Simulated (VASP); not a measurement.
Crystal: MgTl2.

```
Mg Tl
1.0
     0.00000    4.26354    4.26354
     4.26354    0.00000    4.26354
     4.26354    4.26354    0.00000
Mg Tl
2 4
Direct
  0.00000 0.00000 0.00000
  0.25000 0.25000 0.25000
  0.62500 0.62500 0.62500
  0.12500 0.62500 0.62500
  0.62500 0.62500 0.12500
  0.62500 0.12500 0.62500
```

```yaml
Program: VASP 6.6.1
Task: relaxation of cell and atoms
Functional: PBE
Potentials_or_basis: VASP PAW PBE potentials, release 64 (Mg, Tl_d)
Cutoff: 600 eV
k_mesh: 4 × 4 × 4
Occupations: gaussian, width 0.1 eV
Spin: no spin polarisation
```

At the start: pressure 7.5 GPa; volume 25.83 Å³/atom.

Task: How do energy, volume and symmetry change on relaxing?

Result: Over 3 steps the energy falls by 100.6 meV/atom and the volume is 31.15 Å³/atom (+20.6 %); space group Fd-3m (No. 227, to 0.1 Å) before and after.

Step by step:
```csv
step,energy change (eV),largest force (eV/Å),pressure (GPa),volume (Å³)
1,0.0000,0.0000,7.52,155.00
2,-0.6008,0.0000,0.36,183.84
3,-0.6037,0.0000,-0.03,186.89
```

Final structure:
```
Mg Tl
1.0
     0.00000    4.53786    4.53786
     4.53786    0.00000    4.53786
     4.53786    4.53786    0.00000
Mg Tl
2 4
Direct
  0.00000 0.00000 0.00000
  0.25000 0.25000 0.25000
  0.62500 0.62500 0.62500
  0.12500 0.62500 0.62500
  0.62500 0.62500 0.12500
  0.62500 0.12500 0.62500
```

Caveat: the volume moved by over 15 % at a fixed basis, so the end points are rough.
